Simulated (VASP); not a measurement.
Runs of VASP 6.6.1 on Sr. The structure is that of space group Fm-3m (No. 225), or close to it. The cells are those of the table. 

| task | cell | k mesh | cutoff (eV) | gap on the mesh (eV) | pressure (GPa) |
| --- | --- | --- | --- | --- | --- |
| single point | a = 4.123 Å, angles 60.0°, 1 atom | 15 × 15 × 15 | 520 | - | 1.7 |
| single point | a = 4.303 Å, angles 60.0°, 1 atom | 15 × 15 × 15 | 520 | - | 0.0 |
| single point | a = 4.185 Å, angles 60.0°, 1 atom | 15 × 15 × 15 | 520 | - | (b) |
| single point | a = 4.468 Å, angles 60.0°, 1 atom | 15 × 15 × 15 | 520 | none | (a) |
| single point | a = 4.414 Å, angles 60.0°, 1 atom | 15 × 15 × 15 | 520 | none | -0.7 |
| single point | a = 4.244 Å, angles 60.0°, 1 atom | 15 × 15 × 15 | 520 | - | 0.5 |
| single point | a = 4.359 Å, angles 60.0°, 1 atom | 15 × 15 × 15 | 520 | none | -0.4 |
| relaxation of cell and atoms | relaxed from a = 4.303 Å, angles 60.0°, 1 atom | 9 × 9 × 9 | 600 | - | 0.0 |

Alike in all rows: level BLYP; potentials or basis VASP PAW PBE potentials, release 64 (Sr_sv); no spin polarisation; smearing fermi-dirac 0.1 eV.

Question: Fill in the values left out.

Answer: (a) -1.0; (b) 1.1.

Caveats: the PAW data sets were made with another functional, which shifts forces and pressure a little; the relaxation stopped at its first step, so nothing moved (at least some runs).

A k mesh can miss the band edges, and the runs leave out spin-orbit coupling on Sr.

A gap of «none» marks levels without a gap at the run's occupations.
